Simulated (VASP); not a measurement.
# LiSi16 (a cell with a defect) in VASP: a series of runs

Runs on LiSi16 (a cell with a defect). Level: PBE+D3(BJ). Tasks: single point.

All numbers are computed with VASP 6.6.1; they aren't measurements. Logs are shortened: lines on timing, memory, paths and dates and some standing lists are left out, and cuts for length are marked.

## Step 1: The cell of the first run

The cell holds a defect, 17 atoms: a = 7.679 Å, b = 7.679 Å, c = 7.679 Å, α = 60.00°, β = 60.00°, γ = 60.00°.

## Step 2: Single point, PBE+D3(BJ)

File INCAR:

```
SYSTEM = LiSi16
PREC = Accurate
ENCUT = 520
EDIFF = 1E-6
ISMEAR = -1
SIGMA = 0.05
LREAL = Auto
LASPH = .TRUE.
NELM = 100
ALGO = Normal
ISIF = 2
LWAVE = .FALSE.
LCHARG = .FALSE.
GGA = PE
IVDW = 12
NBANDS = 48
NELECT = 66.0
```

File KPOINTS:

```
Automatic mesh
0
G
  2 2 2
  0 0 0
```

File POSCAR:

```
LiSi16
1.0
    0.0000000000      5.4300000000      5.4300000000
    5.4300000000      0.0000000000      5.4300000000
    5.4300000000      5.4300000000      0.0000000000
Si Li
16 1
Direct
   -0.0050284831     -0.0034678033     -0.0023111100
    0.1243960912      0.1187422942      0.1198981302
   -0.0006712413     -0.0115537527      0.4992069232
    0.1239306641      0.1183367598      0.6238101174
   -0.0006257241      0.4980615994     -0.0104164327
    0.1239300108      0.6226355976      0.1195780613
   -0.0011315513      0.4974967290      0.4987401649
    0.1215506344      0.6202826364      0.6214315708
    0.4982294767     -0.0032145181     -0.0019060632
    0.6224321700      0.1209577777      0.1222925538
    0.4978110940     -0.0034662329      0.4948326616
    0.6200198060      0.1187440589      0.6242584648
    0.4978332667      0.4934983739     -0.0022872460
    0.6200463072      0.6229244851      0.1199264024
    0.4897022018      0.4980655676      0.4992564080
    0.6197071470      0.6226350917      0.6238089475
    0.8713626297      0.3701783356      0.3712488460
```

Potentials or basis: VASP PAW PBE potentials, release 64 (Si, Li_sv).

The run is started by

```console
$ cat potpaw_PBE.64/Si/POTCAR potpaw_PBE.64/Li_sv/POTCAR > POTCAR
$ mpirun -np 1 vasp_std > vasp.out
```

OUTCAR:

```text
SYSTEM = LiSi16
   PREC = Accurate
   ENCUT = 520
   EDIFF = 1E-6
   ISMEAR = -1
   LREAL = Auto
   LASPH = .TRUE.
   NELM = 100
   ISIF = 2
   GGA = PE
   IVDW = 12
   NELECT = 66.0
 IVDW          = 12

 ion  position               nearest neighbor table
   1  0.995  0.997  0.998-  10 2.34   2 2.34   4 2.34   6 2.34
   2  0.124  0.119  0.120-   9 2.34   1 2.34   3 2.38   5 2.38  17 2.73
   3  0.999  0.988  0.499-   8 2.31   4 2.38   2 2.38  12 2.38  17 2.39
   4  0.124  0.118  0.624-   1 2.34  11 2.34   3 2.38   7 2.38  17 2.74
   5  0.999  0.498  0.990-   8 2.31   6 2.38   2 2.38  14 2.38  17 2.39
   6  0.124  0.623  0.120-   1 2.34  13 2.34   5 2.38   7 2.38  17 2.74
   7  0.999  0.497  0.499-   8 2.31   4 2.38  16 2.38   6 2.38  17 2.40
   8  0.122  0.620  0.621-  15 2.31   5 2.31   7 2.31   3 2.31
   9  0.498  0.997  0.998-  10 2.34   2 2.34  12 2.34  14 2.34
  10  0.622  0.121  0.122-   1 2.34  11 2.34  13 2.34   9 2.34
  11  0.498  0.997  0.495-  10 2.34  12 2.34   4 2.34  16 2.34
  12  0.620  0.119  0.624-  11 2.34   9 2.34   3 2.38  15 2.38  17 2.73
  13  0.498  0.493  0.998-  10 2.34  14 2.34   6 2.34  16 2.34
  14  0.620  0.623  0.120-  13 2.34   9 2.34   5 2.38  15 2.38  17 2.73
  15  0.490  0.498  0.499-   8 2.31  16 2.38  12 2.38  14 2.38  17 2.39
  16  0.620  0.623  0.624-  11 2.34  13 2.34  15 2.38   7 2.38  17 2.74
  17  0.871  0.370  0.371-  15 2.39   5 2.39   3 2.39   7 2.40  14 2.73  12 2.73   2 2.73  16 2.74
                             6 2.74   4 2.74

  LATTYP: Found a face centered cubic cell.
 ALAT       =    10.8600000000

  Lattice vectors:

 A1 = (   0.0000000000,   5.4300000000,   5.4300000000)
 A2 = (   5.4300000000,   0.0000000000,   5.4300000000)
 A3 = (   5.4300000000,   5.4300000000,   0.0000000000)

Analysis of symmetry for initial positions (statically):
=====================================================================
 Subroutine PRICEL returns:
 Original cell was already a primitive cell.

 Routine SETGRP: Setting up the symmetry group for a
 face centered cubic supercell.

 Subroutine GETGRP returns: Found  1 space group operations
 (whereof  1 operations were pure point group operations)
 out of a pool of 48 trial point group operations.

The static configuration has the point symmetry C_1 .

Analysis of symmetry for dynamics (positions and initial velocities):
=====================================================================
 Subroutine PRICEL returns:
 Original cell was already a primitive cell.

 Routine SETGRP: Setting up the symmetry group for a
 face centered cubic supercell.

 Subroutine GETGRP returns: Found  1 space group operations
 (whereof  1 operations were pure point group operations)
 out of a pool of 48 trial point group operations.

The dynamic configuration has the point symmetry C_1 .

 Subroutine INISYM returns: Found  1 space group operations
 (whereof  1 operations are pure point group operations),
 and found     1 'primitive' translations

----------------------------------------------------------------------------------------

                                     Primitive cell

  volume of cell :     320.2060

  direct lattice vectors                    reciprocal lattice vectors
     0.000000000  5.430000000  5.430000000    -0.092081031  0.092081031  0.092081031
     5.430000000  0.000000000  5.430000000     0.092081031 -0.092081031  0.092081031
     5.430000000  5.430000000  0.000000000     0.092081031  0.092081031 -0.092081031

  length of vectors
     7.679179644  7.679179644  7.679179644     0.159489025  0.159489025  0.159489025

  position of ions in fractional coordinates (direct lattice)
     0.994971517  0.996532197  0.997688890
     0.124396091  0.118742294  0.119898130
     0.999328759  0.988446247  0.499206923
     0.123930664  0.118336760  0.623810117
     0.999374276  0.498061599  0.989583567
     0.123930011  0.622635598  0.119578061
[... 9 lines left out ...]
     0.619707147  0.622635092  0.623808948
     0.871362630  0.370178336  0.371248846

  ion indices of the primitive-cell ions
   primitive index   ion index
                 1           1
                 2           2
                 3           3
                 4           4
                 5           5
                 6           6
[... 9 lines left out ...]
                16          16
                17          17

----------------------------------------------------------------------------------------

 KPOINTS: Automatic mesh

Automatic generation of k-mesh.
 Grid dimensions read from file:
 generate k-points for:    2    2    2

 Generating k-lattice:

  Cartesian coordinates                     Fractional coordinates (reciprocal lattice)
    -0.046040516  0.046040516  0.046040516     0.500000000  0.000000000  0.000000000
     0.046040516 -0.046040516  0.046040516     0.000000000  0.500000000  0.000000000
     0.046040516  0.046040516 -0.046040516     0.000000000  0.000000000  0.500000000

  Length of vectors
     0.079744512  0.079744512  0.079744512

  Shift w.r.t. Gamma in fractional coordinates (k-lattice)
     0.000000000  0.000000000  0.000000000

 Subroutine IBZKPT returns following result:
 ===========================================

 Found      8 irreducible k-points:

 Following reciprocal coordinates:
            Coordinates               Weight
  0.000000  0.000000  0.000000      1.000000
  0.500000  0.000000  0.000000      1.000000
  0.000000  0.500000  0.000000      1.000000
  0.000000  0.000000  0.500000      1.000000
  0.500000  0.500000  0.500000      1.000000
  0.500000  0.500000  0.000000      1.000000
  0.000000  0.500000  0.500000      1.000000
  0.500000  0.000000  0.500000      1.000000
   k-points           NKPTS =      8   k-points in BZ     NKDIM =      8   number of bands    NBANDS=     48
   number of dos      NEDOS =    301   number of ions     NIONS =     17
   total plane-waves  NPLWV = 216000
   dimension x,y,z NGX =    60 NGY =   60 NGZ =   60
   dimension x,y,z NGXF=   120 NGYF=  120 NGZF=  120
   ions per type =              16   1
   NGX,Y,Z   is equivalent  to a cutoff of  12.99, 12.99, 12.99 a.u.
   NGXF,Y,Z  is equivalent  to a cutoff of  25.98, 25.98, 25.98 a.u.
 SYSTEM =  LiSi16
   PREC   = accura    normal or accurate (medium, high low for compatibility)
   ISTART =      0    job   : 0-new  1-cont  2-samecut
   ICHARG =      2    charge: 1-file 2-atom 10-const
   ISPIN  =      1    spin polarized calculation?
   LNONCOLLINEAR =      F non collinear calculations
   LSORBIT =      F    spin-orbit coupling
   LASPH  =      T    aspherical Exc in radial PAW
   ENCUT  =  520.0 eV  38.22 Ry    6.18 a.u.  14.28 14.28 14.28*2*pi/ulx,y,z
   NELM   =    100;   NELMIN=  2; NELMDL= -5     # of ELM steps
   EDIFF  = 0.1E-05   stopping-criterion for ELM
   LREAL  =      T    real-space projection
   EDIFFG = 0.1E-04   stopping-criterion for IOM
   NSW    =      0    number of steps for IOM
   IBRION =     -1    ionic relax: 0-MD 1-quasi-New 2-CG
   NFREE  =      0    steps in history (QN), initial steepest desc. (CG)
   ISIF   =      2    stress and relaxation
   ISYM   =      2    0-nonsym 1-usesym 2-fastsym
   POTIM  = 0.5000    time-step for ionic-motion
   TEBEG  =    0.0;   TEEND  =   0.0 temperature during run
   PSTRESS=    0.0 pullay stress
   NELECT =      66.0000    total number of electrons
   NUPDOWN=      -1.0000    fix difference up-down
   EMIN   =  10.00;   EMAX   =-10.00  energy-range for DOS
   EFERMI =   0.00;   METHOD = LEGACY
   ISMEAR =    -1;   SIGMA  =   0.05  broadening in eV -4-tet -1-fermi 0-gaus
   EFERMI_NEDOS =   21; number of points for ismear=-14 and -15
   IALGO  =     38    algorithm
   IMIX   =      4    mixing-type and parameters
     AMIX     =   0.40;   BMIX     =  1.00
     AMIX_MAG =   1.60;   BMIX_MAG =  1.00
  volume/ion in A,a.u.               =      18.84       127.11
  Fermi-wavevector in a.u.,A,eV,Ry     =   0.967044  1.827449 12.723821  0.935174
  Thomas-Fermi vector in A             =   2.096897
   LORBIT       =      0    0 simple, 1 ext, 2 COOP (PROOUT), +10 PAW based schemes
   GGA     = PE    functional components
   LHFCALC =     F    Hartree Fock is set to
   AEXX    =    0.0000 exact exchange contribution
   IVDW    =    12    specifies the selected vdW correction
   LEPSILON=     F    determine dielectric tensor
   LRPA    =     F    only Hartree local field effects (RPA)
 non-spin polarized calculation
  energy-cutoff  :      520.00
  volume of cell :      320.21
 maximum number of plane-waves:      8646
 NGX is ok and might be reduce to    60
   NGX = 29   NGY = 29   NGZ = 29

 number of electron      66.0000001 magnetization

 Free energy of the ion-electron system (eV)
  ---------------------------------------------------
  ext. energy  EPLUGINS =         0.00000000
  ---------------------------------------------------
  free energy    TOTEN  =       -93.51439844 eV

  energy without entropy =      -93.51341303  energy(sigma->0) =      -93.51390573

 E-fermi :   6.3586     XC(G=0):  -9.4410

 val. band max:        6.0418775643   @ k =   0.0000   0.0000   0.0000
 cond. band min:       6.6829331286   @ k =   0.0000   0.0000   0.0000
 fundamental gap:      0.6410555643
 Fermi energy:         6.3585876235

 k-point     1 :       0.0000    0.0000    0.0000
  band No.  band energies     occupation
      1     -40.3798      2.00000
      2      -5.9237      2.00000
      3      -3.6719      2.00000
      4      -3.6122      2.00000
      5      -3.6122      2.00000
      6      -3.6115      2.00000
[... 37 lines left out ...]
     44       8.3475      0.00000
     45       8.3475      0.00000

 k-point     2 :       0.5000    0.0000    0.0000
  band No.  band energies     occupation
      1     -40.3798      2.00000
      2      -5.1973      2.00000
      3      -5.0686      2.00000
      4      -3.3547      2.00000
      5      -3.3149      2.00000
      6      -3.3121      2.00000
[... 280 lines left out ...]
 k-point     8 :       0.5000    0.0000    0.5000
  band No.  band energies     occupation
      1     -40.3798      2.00000
      2      -4.9067      2.00000
      3      -4.8162      2.00000
      4      -3.9263      2.00000
      5      -3.8959      2.00000
      6      -3.8956      2.00000
[... 37 lines left out ...]
     44      10.3330      0.00000
     45      10.4006      0.00000
 [bands above 45 left out]

------------------------ aborting loop because EDIFF is reached ----------------------------------------

 Edisp (eV)   -5.45547

 E8    (eV) :    -2.2600

  FORCE on cell =-STRESS in cart. coord.  units (eV):
  Direction    XX          YY          ZZ          XY          YZ          ZX
  --------------------------------------------------------------------------------------
  -------------------------------------------------------------------------------------
  Total      -6.88702    -6.88797    -6.88643     0.00252     0.00273    -0.00598
  in kB     -34.45977   -34.46454   -34.45683     0.01260     0.01364    -0.02993
  external pressure =      -34.46 kB  Pullay stress =        0.00 kB

 VOLUME and BASIS-vectors are now :
 -----------------------------------------------------------------------------
  energy-cutoff  :      520.00
  volume of cell :      320.21
      direct lattice vectors                 reciprocal lattice vectors
     0.000000000  5.430000000  5.430000000    -0.092081031  0.092081031  0.092081031
     5.430000000  0.000000000  5.430000000     0.092081031 -0.092081031  0.092081031
     5.430000000  5.430000000  0.000000000     0.092081031  0.092081031 -0.092081031

 POSITION                                       TOTAL-FORCE (eV/Angst)
 -----------------------------------------------------------------------------------
     10.82862     10.82015     10.81387        -0.003569      0.000083     -0.002417
      1.29582      1.32652      1.32024         0.000996     -0.004595     -0.004030
      8.07796      8.13705     10.79362        -0.001587     -0.000200     -0.001792
      4.02986      4.06023      1.31551         0.002924     -0.000102      0.003120
      8.07791     10.80004      8.13108         0.000821      0.000172     -0.001938
      4.03022      1.32225      4.05385        -0.000503      0.002643      0.000334
[... 9 lines left out ...]
      6.76819      6.75229      6.74592         0.000035      0.002449     -0.000517
      4.02595      6.74738      6.74157         0.007932      0.011137      0.008662
 -----------------------------------------------------------------------------------
    total drift:                               -0.002558     -0.003997     -0.003488

  FREE ENERGIE OF THE ION-ELECTRON SYSTEM (eV)
  ---------------------------------------------------
  free  energy   TOTEN  =       -98.9698696118 eV

  energy  without entropy=      -98.9688842033  energy(sigma->0) =      -98.96937691
```

It took 5.3 min on 1 thread of Intel Xeon Platinum 8259CL at 2.50GHz (Skylake/Cascade Lake), shared host; peak memory 0.47 GiB.

Results:

```
Free energy                : -98.9699 eV
Largest force              : 0.016 eV/Å
Dispersion energy per atom : -0.321 eV
```

Forces in eV/Å, atoms in the order of the input:
```
Si  -0.004  0.000 -0.002
Si   0.001 -0.005 -0.004
Si  -0.002  0.000 -0.002
Si   0.003  0.000  0.003
Si   0.001  0.000 -0.002
Si  -0.001  0.003  0.000
Si   0.008  0.007  0.008
Si   0.003  0.004  0.003
Si  -0.006 -0.004 -0.005
Si  -0.004 -0.007 -0.005
Si  -0.002  0.000 -0.004
Si  -0.004 -0.004  0.001
Si   0.001 -0.005  0.000
Si  -0.001 -0.002 -0.001
Si  -0.002  0.000  0.001
Si   0.000  0.002 -0.001
Li   0.008  0.011  0.009
```

Caveat: the k points lie up to 0.50 Å⁻¹ apart; the cell carries a net charge on a neutralising background, which shifts energy and pressure; the cell is charged against a uniform background, so pressure and absolute levels hang on convention; the cutoff is under 1.25 times the usual one of these potentials, so pressure, stress and relaxed cells hold a basis-set (Pulay) error.

## Step 3: Single point, PBE+D3(BJ)

File INCAR:

```
  PREC = Accurate
  ENCUT = 520
  EDIFF = 1E-7
  ISMEAR = -1
  SIGMA = 0.05
  LREAL = Auto
  LASPH = True
  NELM = 100
  ALGO = Normal
  ISIF = 2
  LWAVE = False
  LCHARG = False
  GGA = PE
  IVDW = 12
  NELECT = 66.0
  NBANDS = 48
```

File KPOINTS:

```
Automatic mesh
0
Gamma
  2 2 2
```

File POSCAR:

```
LiSi16
1.0
    0.0000000000      5.4300000000      5.4300000000
    5.4300000000      0.0000000000      5.4300000000
    5.4300000000      5.4300000000      0.0000000000
Si Li
16 1
Direct
    0.0109488843     -0.0025400076     -0.0027293482
    0.1340496815      0.1222011486      0.1220096430
    0.0109382865     -0.0025363517      0.4945917624
    0.1344126431      0.1190457373      0.6234033312
    0.0109317237      0.4947829218     -0.0027234273
    0.1344138409      0.6235908526      0.1188556696
    0.0058983413      0.4982516014      0.4980609170
    0.1344143211      0.6235928029      0.6234066589
    0.5066515745     -0.0019969377     -0.0021908137
    0.6371173898      0.1196707344      0.1194866294
    0.5134070814     -0.0108860143      0.4988704803
    0.6371045300      0.1196706050      0.6239990192
    0.5134061866      0.4990542187     -0.0110692738
    0.6370961719      0.6241919943      0.1194861222
    0.5134044337      0.4990550033      0.4988717185
    0.6378757302      0.6209190675      0.6207350586
    0.3882296296      0.3707973937      0.3706168529
```

Potentials or basis: VASP PAW PBE potentials, release 64 (Si, Li_sv).

The run is started by

```console
$ cat potpaw_PBE.64/Si/POTCAR potpaw_PBE.64/Li_sv/POTCAR > POTCAR
$ mpirun -np 1 vasp_std > vasp.out
```

It took 6.8 min on 1 thread of Intel Xeon Platinum 8259CL at 2.50GHz (Skylake/Cascade Lake), shared host; peak memory 0.48 GiB.

The run converged. Its results:

```yaml
Free_energy: -98.9696 eV
Largest_force: 0.021 eV/Å
Dispersion_energy_per_atom: -0.321 eV
```

Forces on the atoms (eV/Å):
```
Si   0.000  0.005  0.004
Si  -0.007  0.006  0.006
Si  -0.005  0.000  0.004
Si   0.007 -0.006  0.003
Si  -0.004  0.004  0.000
Si   0.007  0.002 -0.006
Si   0.004 -0.004 -0.004
Si  -0.002 -0.007 -0.006
Si  -0.004  0.004  0.004
Si   0.002  0.003  0.004
Si  -0.003  0.002  0.006
Si  -0.004 -0.002  0.005
Si  -0.002  0.006  0.003
Si  -0.004  0.005 -0.002
Si  -0.005  0.003  0.003
Si   0.012 -0.012 -0.012
Li   0.009 -0.009 -0.009
```

Levels at points of the mesh, in eV from the Fermi level:
```tsv
k point	band 29	band 30	band 31	band 32	band 33	band 34	band 35	band 36	band 37	band 38
(0.00, 0.00, 0.00)	-1.45	-1.44	-0.32	-0.32	-0.32	0.32	0.33	0.33	0.40	0.40
(0.50, 0.00, 0.00)	-2.42	-1.13	-1.13	-1.04	-1.04	0.89	1.07	1.07	1.27	1.29
(0.00, 0.50, 0.00)	-2.43	-1.14	-1.13	-1.04	-1.04	0.88	1.08	1.09	1.27	1.28
(0.00, 0.00, 0.50)	-2.43	-1.14	-1.13	-1.04	-1.04	0.88	1.08	1.09	1.27	1.28
(0.50, 0.50, 0.50)	-2.43	-1.14	-1.13	-1.04	-1.04	0.88	1.08	1.08	1.27	1.28
(0.50, 0.50, 0.00)	-2.22	-1.68	-1.68	-1.63	-1.59	0.75	0.82	1.87	1.99	1.99
(0.00, 0.50, 0.50)	-2.22	-1.68	-1.68	-1.63	-1.59	0.75	0.82	1.87	1.99	1.99
(0.50, 0.00, 0.50)	-2.22	-1.68	-1.68	-1.63	-1.59	0.75	0.82	1.87	1.99	1.99
```

Caveat: the k points lie up to 0.50 Å⁻¹ apart; the cell carries a net charge on a neutralising background, which shifts energy and pressure; the cell is charged against a uniform background, so pressure and absolute levels hang on convention; the cutoff is under 1.25 times the usual one of these potentials, so pressure, stress and relaxed cells hold a basis-set (Pulay) error.
